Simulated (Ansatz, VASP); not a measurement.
Two plane-wave programs on Sc

```
CELL_PARAMETERS angstrom
3.06142 0.00000 0.00000
-1.53071 2.65127 0.00000
0.00000 0.00000 2.87326
ATOMIC_POSITIONS crystal
Sc 0.00000 0.00000 0.00000
```

Change from the starting cell: volume scaled by 0.92, PAW files.

Alike in both runs: task single point; functional PBE; k mesh 15 × 15 × 14; occupations fermi-dirac, width 0.1 eV; no spin polarisation.

```csv
,VASP,Ansatz
version,VASP 6.6.1,Ansatz 0.2.0
potentials or method,"VASP PAW PBE potentials, release 64 (Sc_sv)","PAW with Ansatz's default frozen-core files, scalar-relativistic"
plane-wave cutoff (eV),520,420
valence electrons in the cell,11,11
```

|  | VASP | Ansatz | Ansatz less VASP |
| --- | --- | --- | --- |
| pressure (GPa) | 4.1 | 4.0 | -0.05 |
